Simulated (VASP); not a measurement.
Write the native input for VASP 6.6.1 that does the following.

* Task: single point
* Functional: PBEsol
* Dispersion: D3(BJ)
* Potentials or basis: VASP PAW PBE potentials, release 64 (In_d, Sb)
* Cutoff: 500 eV
* k mesh: 10 × 10 × 10
* Occupations: gaussian, width 0.1 eV
* Spin: no spin polarisation
* Dipole correction: no
* Further INCAR settings: ALGO = Normal; EDIFF = 1e-06; NBANDS = 22

The structure of InSb3 lies in POSCAR:

```
InSb3
1.0
    0.0000000000      3.7802783302      3.7802783302
    3.7802783302      0.0000000000      3.7802783302
    3.7802783302      3.7802783302      0.0000000000
In Sb
1 3
Direct
    0.0000000000      0.0000000000      0.0000000000
    0.2500000000      0.2500000000      0.2500000000
    0.7500000000      0.7500000000      0.7500000000
    0.5000000000      0.5000000000      0.5000000000
```

These files were run (other wordings do the same):

INCAR

```
PREC = Accurate
ENCUT = 500
EDIFF = 1E-6
ISMEAR = 0
SIGMA = 0.1
LREAL = False
LASPH = True
NELM = 120
ALGO = Normal
ISIF = 2
LWAVE = False
LCHARG = False
GGA = PS
IVDW = 12
NBANDS = 22
GGA_COMPAT = False
```

KPOINTS

```
regular mesh
0
Gamma
  10 10 10
```

Potentials or basis: VASP PAW PBE potentials, release 64 (In_d, Sb).

Command:

```console
$ cat potpaw_PBE.64/In_d/POTCAR potpaw_PBE.64/Sb/POTCAR > POTCAR
$ mpirun -np 1 vasp_std > vasp.out
```

It gave:

| Quantity | Value |
| --- | --- |
| Pressure | -5.4 GPa |
| Band gap on the k mesh | zero (bands 14 and 15 overlap by 3.43 eV) |
| Dispersion energy per atom | -0.462 eV |

Caveat: the cell stands under tension; the PAW data sets were made with another functional, which shifts forces and pressure a little; spin-orbit coupling is left out, which moves the levels of the heavy elements.

It took 100 s on 1 thread of Intel Xeon 8259CL, with other jobs on the host, peak memory 0.31 GiB.
